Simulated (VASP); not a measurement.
KF:

```
CELL_PARAMETERS angstrom
3.25895 0.00000 0.00000
0.00000 3.25895 0.00000
0.00000 0.00000 3.25895
ATOMIC_POSITIONS crystal
K 0.00000 0.00000 0.00000
F 0.50000 0.50000 0.50000
```

Base run:

```yaml
Program: VASP 6.6.1
Functional: PBE
Potentials_or_basis: VASP PAW PBE potentials, release 64 (K_sv, F)
Cutoff: 520 eV
k_mesh: 6 × 6 × 6
Occupations: gaussian, width 0.01 eV
Spin: no spin polarisation
```

Its results: band gap on the k mesh 6.26 eV, indirect (least direct gap 6.31 eV); pressure 0.0 GPa.

Task: The run is repeated on the same cell with these changes: functional from PBE to LDA; potentials or basis from VASP PAW PBE potentials, release 64 (K_sv, F) to VASP PAW LDA potentials, release 64 (K_sv, F). What comes out?

Result: Band gap on the k mesh 5.91 eV, indirect (least direct gap 5.96 eV); pressure -5.7 GPa.

A k mesh can miss the band edges.
